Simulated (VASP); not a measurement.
# CaO in VASP: further runs, part 2 of 2

VASP 6.6.1. Earlier steps stand in the parts before.

## (4) Single point, PBE (strain +4.0%)

INCAR

```
SYSTEM = CaO
ALGO     = Normal         ! electronic algorithm
EDIFF    = 1E-7           ! SCF threshold, eV
ENCUT    = 520            ! plane-wave cutoff, eV
GGA      = PE             ! functional
ISIF     = 2              ! what is computed and relaxed
ISMEAR   = 0              ! smearing method
LASPH    = .TRUE.         ! aspherical terms in the spheres
LCHARG   = .TRUE.         ! write CHGCAR
LELF     = .TRUE.         ! ELF
LREAL    = .FALSE.        ! projectors in reciprocal space
LVHAR    = .TRUE.       
LWAVE    = .FALSE.        ! write WAVECAR
NBANDS   = 15             ! bands
NELM     = 60             ! most SCF steps
PREC     = Accurate       ! precision mode
SIGMA    = 0.01           ! smearing width, eV
```

KPOINTS

```
k-points
0
G
  6 6 6
  0 0 0
```

POSCAR

```
CaO
1.0
    0.0000000000      2.7110010085      2.7110010085
    2.7110010085      0.0000000000      2.7110010085
    2.7110010085      2.7110010085      0.0000000000
Ca O
1 1
Direct
    0.0000000000      0.0000000000      0.0000000000
    0.2500000000      0.2500000000      0.2500000000
```

Potentials or basis: VASP PAW PBE potentials, release 64 (Ca_sv, O).

Started as:

```bash
$ cat potpaw_PBE.64/Ca_sv/POTCAR potpaw_PBE.64/O/POTCAR > POTCAR
$ mpirun -np 1 vasp_std > vasp.out
```

OUTCAR:

```text
SYSTEM = CaO
   EDIFF = 1E-7
   ENCUT = 520
   GGA = PE
   ISIF = 2
   ISMEAR = 0
   LASPH = .TRUE.
   LREAL = .FALSE.
   NELM = 60
   PREC = Accurate

 ion  position               nearest neighbor table
   1  0.000  0.000  0.000-   2 2.35   2 2.35   2 2.35   2 2.35
   2  0.250  0.250  0.250-   1 2.35   1 2.35   1 2.35   1 2.35

  LATTYP: Found a face centered cubic cell.
 ALAT       =     5.4220020170

  Lattice vectors:

 A1 = (   0.0000000000,   2.7110010085,   2.7110010085)
 A2 = (   2.7110010085,   0.0000000000,   2.7110010085)
 A3 = (   2.7110010085,   2.7110010085,   0.0000000000)

Analysis of symmetry for initial positions (statically):
=====================================================================
 Subroutine PRICEL returns:
 Original cell was already a primitive cell.

 Routine SETGRP: Setting up the symmetry group for a
 face centered cubic supercell.

 Subroutine GETGRP returns: Found 24 space group operations
 (whereof 24 operations were pure point group operations)
 out of a pool of 48 trial point group operations.

The static configuration has the point symmetry T_d .

Analysis of symmetry for dynamics (positions and initial velocities):
=====================================================================
 Subroutine PRICEL returns:
 Original cell was already a primitive cell.

 Routine SETGRP: Setting up the symmetry group for a
 face centered cubic supercell.

 Subroutine GETGRP returns: Found 24 space group operations
 (whereof 24 operations were pure point group operations)
 out of a pool of 48 trial point group operations.

The dynamic configuration has the point symmetry T_d .

 Subroutine INISYM returns: Found 24 space group operations
 (whereof 24 operations are pure point group operations),
 and found     1 'primitive' translations

----------------------------------------------------------------------------------------

                                     Primitive cell

  volume of cell :      39.8491

  direct lattice vectors                    reciprocal lattice vectors
     0.000000000  2.711001008  2.711001008    -0.184433720  0.184433720  0.184433720
     2.711001008  0.000000000  2.711001008     0.184433720 -0.184433720  0.184433720
     2.711001008  2.711001008  0.000000000     0.184433720  0.184433720 -0.184433720

  length of vectors
     3.833934394  3.833934394  3.833934394     0.319448573  0.319448573  0.319448573

  position of ions in fractional coordinates (direct lattice)
     0.000000000  0.000000000  0.000000000
     0.250000000  0.250000000  0.250000000

  ion indices of the primitive-cell ions
   primitive index   ion index
                 1           1
                 2           2

----------------------------------------------------------------------------------------

 KPOINTS: k-points

Automatic generation of k-mesh.
 Grid dimensions read from file:
 generate k-points for:    6    6    6

 Generating k-lattice:

  Cartesian coordinates                     Fractional coordinates (reciprocal lattice)
    -0.030738953  0.030738953  0.030738953     0.166666667  0.000000000  0.000000000
     0.030738953 -0.030738953  0.030738953     0.000000000  0.166666667  0.000000000
     0.030738953  0.030738953 -0.030738953     0.000000000  0.000000000  0.166666667

  Length of vectors
     0.053241429  0.053241429  0.053241429
[... 28 lines left out ...]
   number of dos      NEDOS =    301   number of ions     NIONS =      2
   total plane-waves  NPLWV =  27000
   dimension x,y,z NGX =    30 NGY =   30 NGZ =   30
   dimension x,y,z NGXF=    60 NGYF=   60 NGZF=   60
   ions per type =               1   1
   NGX,Y,Z   is equivalent  to a cutoff of  13.01, 13.01, 13.01 a.u.
   NGXF,Y,Z  is equivalent  to a cutoff of  26.02, 26.02, 26.02 a.u.
 SYSTEM =  CaO
   PREC   = accura    normal or accurate (medium, high low for compatibility)
   ISTART =      0    job   : 0-new  1-cont  2-samecut
   ICHARG =      2    charge: 1-file 2-atom 10-const
   ISPIN  =      1    spin polarized calculation?
   LNONCOLLINEAR =      F non collinear calculations
   LSORBIT =      F    spin-orbit coupling
   LASPH  =      T    aspherical Exc in radial PAW
   ENCUT  =  520.0 eV  38.22 Ry    6.18 a.u.   7.13  7.13  7.13*2*pi/ulx,y,z
   NELM   =     60;   NELMIN=  2; NELMDL= -5     # of ELM steps
   EDIFF  = 0.1E-06   stopping-criterion for ELM
   LREAL  =      F    real-space projection
   EDIFFG = 0.1E-05   stopping-criterion for IOM
   NSW    =      0    number of steps for IOM
   IBRION =     -1    ionic relax: 0-MD 1-quasi-New 2-CG
   NFREE  =      0    steps in history (QN), initial steepest desc. (CG)
   ISIF   =      2    stress and relaxation
   ISYM   =      2    0-nonsym 1-usesym 2-fastsym
   POTIM  = 0.5000    time-step for ionic-motion
   TEBEG  =    0.0;   TEEND  =   0.0 temperature during run
   PSTRESS=    0.0 pullay stress
   NELECT =      16.0000    total number of electrons
   NUPDOWN=      -1.0000    fix difference up-down
   EMIN   =  10.00;   EMAX   =-10.00  energy-range for DOS
   EFERMI =   0.00;   METHOD = LEGACY
   ISMEAR =     0;   SIGMA  =   0.01  broadening in eV -4-tet -1-fermi 0-gaus
   EFERMI_NEDOS =   21; number of points for ismear=-14 and -15
   IALGO  =     38    algorithm
   IMIX   =      4    mixing-type and parameters
     AMIX     =   0.40;   BMIX     =  1.00
     AMIX_MAG =   1.60;   BMIX_MAG =  1.00
  volume/ion in A,a.u.               =      19.92       134.46
  Fermi-wavevector in a.u.,A,eV,Ry     =   1.207745  2.282307 19.846101  1.458647
  Thomas-Fermi vector in A             =   2.343373
   LORBIT       =      0    0 simple, 1 ext, 2 COOP (PROOUT), +10 PAW based schemes
   GGA     = PE    functional components
   LHFCALC =     F    Hartree Fock is set to
   AEXX    =    0.0000 exact exchange contribution
   IVDW    =     0    specifies the selected vdW correction
   LEPSILON=     F    determine dielectric tensor
   LRPA    =     F    only Hartree local field effects (RPA)
 non-spin polarized calculation
 Gauss-broadening in eV      SIGMA  =   0.01
  energy-cutoff  :      520.00
  volume of cell :       39.85
 maximum number of plane-waves:      1090
 NGX is ok and might be reduce to    30
   NGX = 15   NGY = 15   NGZ = 15

 number of electron      15.9999997 magnetization

 Free energy of the ion-electron system (eV)
  ---------------------------------------------------
  ext. energy  EPLUGINS =         0.00000000
  ---------------------------------------------------
  free energy    TOTEN  =       -12.37483324 eV

  energy without entropy =      -12.37483324  energy(sigma->0) =      -12.37483324

 E-fermi :   0.0499     XC(G=0):  -8.5509

 val. band max:       -0.0056969568   @ k =   0.5000   0.5000   0.0000
 cond. band min:       2.9202272560   @ k =   0.0000   0.0000   0.0000
 fundamental gap:      2.9259242128
 Fermi energy:         0.0498671111

 k-point     1 :       0.0000    0.0000    0.0000
  band No.  band energies     occupation
      1     -37.6886      2.00000
      2     -18.6422      2.00000
      3     -18.6422      2.00000
      4     -18.6422      2.00000
      5     -14.6260      2.00000
      6      -0.4477      2.00000
      7      -0.4477      2.00000
      8      -0.4477      2.00000
      9       2.9202      0.00000
     10       7.4664      0.00000
     11       7.4664      0.00000
     12       8.8215      0.00000
     13       8.8215      0.00000
     14       8.8215      0.00000
[... 257 lines left out ...]
      2     -19.0585      2.00000
      3     -18.7673      2.00000
      4     -18.7313      2.00000
      5     -14.0813      2.00000
      6      -0.9185      2.00000
      7      -0.2838      2.00000
      8      -0.0111      2.00000
      9       4.7298      0.00000
     10       6.1398      0.00000
     11       7.9953      0.00000
     12       8.5084      0.00000
     13       9.0613      0.00000
     14      11.1734      0.00000
     15      12.1410      0.00000

------------------------ aborting loop because EDIFF is reached ----------------------------------------

  FORCE on cell =-STRESS in cart. coord.  units (eV):
  Direction    XX          YY          ZZ          XY          YZ          ZX
  --------------------------------------------------------------------------------------
  -------------------------------------------------------------------------------------
  Total       -1.4726098     -1.4726098     -1.4726098     -0.0000000     -0.0000000     -0.0000000
  in kB      -59.2078426    -59.2078426    -59.2078426     -0.0000000     -0.0000000     -0.0000000
  external PRESSURE =     -59.2078426 kB  Pullay stress =       0.0000000 kB

 VOLUME and BASIS-vectors are now :
 -----------------------------------------------------------------------------
  energy-cutoff  :      520.00
  volume of cell :       39.85
      direct lattice vectors                 reciprocal lattice vectors
     0.000000000  2.711001008  2.711001008    -0.184433720  0.184433720  0.184433720
     2.711001008  0.000000000  2.711001008     0.184433720 -0.184433720  0.184433720
     2.711001008  2.711001008  0.000000000     0.184433720  0.184433720 -0.184433720

 POSITION                                       TOTAL-FORCE (eV/Angst)
 -----------------------------------------------------------------------------------
      0.00000      0.00000      0.00000         0.000000      0.000000      0.000000
      1.35550      1.35550      1.35550        -0.000000     -0.000000     -0.000000
 -----------------------------------------------------------------------------------
    total drift:                                0.000000      0.000000      0.000000

  FREE ENERGIE OF THE ION-ELECTRON SYSTEM (eV)
  ---------------------------------------------------
  free  energy   TOTEN  =       -12.3748332350 eV

  energy  without entropy=      -12.3748332350  energy(sigma->0) =      -12.37483324
```

It took 16 s on 1 thread of AMD EPYC 7R43 (Zen 3), shared host; peak memory 0.13 GiB.

What came out:

| Property | Result |
| --- | --- |
| Free energy | -12.3748 eV |
| Pressure | -5.9 GPa |
| Band gap on the k mesh | 2.93 eV (least direct gap 3.37 eV) |

Levels at points of the mesh, in eV from the valence-band top:
```csv
k point,band 4,band 5,band 6,band 7,band 8,band 9,band 10,band 11,band 12,band 13
"(0.00, 0.00, 0.00)",-18.64,-14.62,-0.44,-0.44,-0.44,2.93,7.47,7.47,8.83,8.83
"(0.50, 0.00, 0.00)",-18.67,-14.21,-0.92,-0.24,-0.24,5.75,7.36,7.36,7.55,8.66
"(0.50, 0.50, 0.00)",-18.72,-14.08,-1.20,0.00,0.00,4.70,6.25,8.35,8.63,8.63
```

Caveat: the cell differs from its parent crystal (strain +4.0%); the cell stands under tension.

## (5) Single point, PBE (strain -4.0%)

INCAR

```
SYSTEM = CaO
PREC = Accurate ; ENCUT = 520
EDIFF = 1E-6 ; ISMEAR = -1
SIGMA = 0.02 ; LREAL = .FALSE.
LASPH = .TRUE. ; NELM = 80
ALGO = Normal ; ISIF = 2
LWAVE = .FALSE. ; LCHARG = .FALSE.
GGA = PE ; NBANDS = 15
```

KPOINTS

```
regular mesh
0
G
  8 8 8
  0 0 0
```

POSCAR

```
CaO
1.0
    0.0000000000      2.5024624694      2.5024624694
    2.5024624694      0.0000000000      2.5024624694
    2.5024624694      2.5024624694      0.0000000000
Ca O
1 1
Direct
    0.0000000000      0.0000000000      0.0000000000
    0.2500000000      0.2500000000      0.2500000000
```

Potentials or basis: VASP PAW PBE potentials, release 64 (Ca_sv, O).

Started as:

```bash
$ cat potpaw_PBE.64/Ca_sv/POTCAR potpaw_PBE.64/O/POTCAR > POTCAR
$ mpirun -np 1 vasp_std > vasp.out
```

OUTCAR:

```text
SYSTEM = CaO
   PREC = Accurate
   ENCUT = 520
   EDIFF = 1E-6
   ISMEAR = -1
   LREAL = .FALSE.
   LASPH = .TRUE.
   NELM = 80
   ISIF = 2
   GGA = PE

 ion  position               nearest neighbor table
   1  0.000  0.000  0.000-   2 2.17   2 2.17   2 2.17   2 2.17
   2  0.250  0.250  0.250-   1 2.17   1 2.17   1 2.17   1 2.17

  LATTYP: Found a face centered cubic cell.
 ALAT       =     5.0049249388

  Lattice vectors:

 A1 = (   0.0000000000,   2.5024624694,   2.5024624694)
 A2 = (   2.5024624694,   0.0000000000,   2.5024624694)
 A3 = (   2.5024624694,   2.5024624694,   0.0000000000)

Analysis of symmetry for initial positions (statically):
=====================================================================
 Subroutine PRICEL returns:
 Original cell was already a primitive cell.

 Routine SETGRP: Setting up the symmetry group for a
 face centered cubic supercell.

 Subroutine GETGRP returns: Found 24 space group operations
 (whereof 24 operations were pure point group operations)
 out of a pool of 48 trial point group operations.

The static configuration has the point symmetry T_d .

Analysis of symmetry for dynamics (positions and initial velocities):
[... 165 lines left out ...]

 k-point     1 :       0.0000    0.0000    0.0000
  band No.  band energies     occupation
      1     -35.5742      2.00000
      2     -16.4762      2.00000
      3     -16.4762      2.00000
      4     -16.4762      2.00000
      5     -13.9138      2.00000
      6       0.2103      2.00000
      7       0.2103      2.00000
      8       0.2103      2.00000
      9       4.8458      0.00000
     10       9.5423      0.00000
     11       9.5423      0.00000
     12      11.5097      0.00000
     13      11.5097      0.00000
     14      11.5097      0.00000
[... 401 lines left out ...]
      2     -17.6179      2.00000
      3     -16.7513      2.00000
      4     -16.6107      2.00000
      5     -12.7121      2.00000
      6       0.1516      2.00000
      7       0.3830      2.00000
      8       0.7926      2.00000
      9       6.8670      0.00000
     10       8.3718      0.00000
     11       9.6334      0.00000
     12      11.3455      0.00000
     13      11.4550      0.00000
     14      12.5819      0.00000
     15      14.5497      0.00000

 [... further k-points ...]
[... 5 lines left out ...]
  --------------------------------------------------------------------------------------
  -------------------------------------------------------------------------------------
  Total        2.9105051      2.9105051      2.9105051     -0.0000000      0.0000000      0.0000000
  in kB      148.7805764    148.7805764    148.7805764     -0.0000000      0.0000000      0.0000000
  external PRESSURE =     148.7805764 kB  Pullay stress =       0.0000000 kB

 VOLUME and BASIS-vectors are now :
 -----------------------------------------------------------------------------
  energy-cutoff  :      520.00
  volume of cell :       31.34
      direct lattice vectors                 reciprocal lattice vectors
     0.000000000  2.502462469  2.502462469    -0.199803196  0.199803196  0.199803196
     2.502462469  0.000000000  2.502462469     0.199803196 -0.199803196  0.199803196
     2.502462469  2.502462469  0.000000000     0.199803196  0.199803196 -0.199803196

 POSITION                                       TOTAL-FORCE (eV/Angst)
 -----------------------------------------------------------------------------------
      0.00000      0.00000      0.00000        -0.000000     -0.000000     -0.000000
      1.25123      1.25123      1.25123         0.000000      0.000000      0.000000
 -----------------------------------------------------------------------------------
    total drift:                               -0.000000     -0.000000     -0.000000

  FREE ENERGIE OF THE ION-ELECTRON SYSTEM (eV)
  ---------------------------------------------------
  free  energy   TOTEN  =       -12.2381097604 eV

  energy  without entropy=      -12.2381097604  energy(sigma->0) =      -12.23810976
```

Wall time 19 s (1 thread of AMD EPYC 7R43 (Zen 3), shared host); peak memory 0.12 GiB.

What came out:

- Free energy: -12.2381 eV
- Pressure: 14.9 GPa
- Band gap on the k mesh: 3.75 eV (least direct gap 4.64 eV)

Levels at points of the mesh, in eV from the valence-band top:
| k point | band 6 | band 7 | band 8 | band 9 | band 10 | band 11 |
| --- | --- | --- | --- | --- | --- | --- |
| (0.00, 0.00, 0.00) | -0.89 | -0.89 | -0.89 | 3.75 | 8.44 | 8.44 |
| (0.50, 0.00, 0.00) | -1.07 | -0.55 | -0.55 | 6.51 | 8.37 | 8.37 |
| (0.50, 0.50, 0.00) | -1.74 | -0.01 | -0.01 | 5.14 | 7.00 | 9.68 |

Caveat: the cell differs from its parent crystal (strain -4.0%); the cell stands under pressure.

## (6) Single point, PBE (strain along [111] -4.0%)

INCAR

```
ALGO     = Normal         # electronic algorithm
EDIFF    = 1E-6           # SCF threshold, eV
ENCUT    = 520            # plane-wave cutoff, eV
GGA      = PE             # functional
ISIF     = 2              # what is computed and relaxed
ISMEAR   = 0              # smearing method
LASPH    = True           # aspherical terms in the spheres
LCHARG   = False          # write CHGCAR
LREAL    = False          # projectors in reciprocal space
LWAVE    = False          # write WAVECAR
NBANDS   = 15             # bands
NELM     = 60             # most SCF steps
PREC     = Accurate       # precision mode
SIGMA    = 0.01           # smearing width, eV
```

KPOINTS

```
k-points
0
Gamma
  6 6 6
```

POSCAR

```
CaO
1.0
   -0.0695128464      2.5372188926      2.5372188926
    2.5372188926     -0.0695128464      2.5372188926
    2.5372188926      2.5372188926     -0.0695128464
Ca O
1 1
Direct
   -0.0028848282     -0.0028848282     -0.0028848282
    0.2528848282      0.2528848282      0.2528848282
```

Potentials or basis: VASP PAW PBE potentials, release 64 (Ca_sv, O).

Started as:

```bash
$ cat potpaw_PBE.64/Ca_sv/POTCAR potpaw_PBE.64/O/POTCAR > POTCAR
$ mpirun -np 1 vasp_std > vasp.out
```

It took 18 s on 1 thread of AMD EPYC 7R43 (Zen 3), shared host; peak memory 0.13 GiB.

It converged, with:

| Item | Value |
| --- | --- |
| Free energy | -12.3981 eV |
| Pressure | 5.4 GPa |
| Largest force | 0.005 eV/Å |
| Band gap on the k mesh | 3.44 eV (least direct gap 4.06 eV) |

Forces in eV/Å, atoms in the order of the input:
```
Ca  -0.003 -0.003 -0.003
O    0.003  0.003  0.003
```

Stress tensor (GPa, compression positive):
```
5.41 0.82 0.82
0.82 5.41 0.82
0.82 0.82 5.41
```

Levels at points of the mesh, in eV from the valence-band top:
```tsv
k point	band 6	band 7	band 8	band 9	band 10	band 11
(0.00, 0.00, 0.00)	-0.76	-0.76	-0.61	3.44	8.10	8.10
(0.50, 0.00, 0.00)	-1.07	-0.42	-0.40	6.22	7.75	8.12
(0.50, 0.50, 0.00)	-1.54	-0.05	0.00	4.99	6.73	9.20
(0.50, 0.50, 0.50)	-0.95	-0.50	-0.50	6.30	8.04	8.04
```

Caveat: the cell differs from its parent crystal (strain along [111] -4.0%); the cell stands under pressure.

## (7) Overview

| cell | k mesh | smearing | gap on the mesh (eV) | pressure (GPa) |
| --- | --- | --- | --- | --- |
| a = 3.539 Å, angles 60.0°, 2 atoms, atomic positions A | 6 × 6 × 6 | gaussian 0.01 eV | 3.75 | 14.9 |
| a = 3.686 Å, angles 60.0°, 2 atoms, atomic positions A | 6 × 6 × 6 | gaussian 0.01 eV | 3.33 | 1.9 |
| a = 3.834 Å, angles 60.0°, 2 atoms, atomic positions A | 6 × 6 × 6 | gaussian 0.01 eV | 2.93 | -5.9 |
| a = 3.539 Å, angles 60.0°, 2 atoms, atomic positions A | 8 × 8 × 8 | fermi-dirac 0.02 eV | 3.75 | 14.9 |
| a = 3.589 Å, angles 61.8°, 2 atoms, atomic positions B | 6 × 6 × 6 | gaussian 0.01 eV | 3.44 | 5.4 |

Alike in all rows: task single point; level PBE; potentials or basis VASP PAW PBE potentials, release 64 (Ca_sv, O); no spin polarisation; cutoff (eV) 520.

Caveats: the cell stands under pressure (at least some runs); the cell stands under tension (at least some runs).

Total energies depend on the potentials used, so only differences within one code and one set of settings carry meaning.
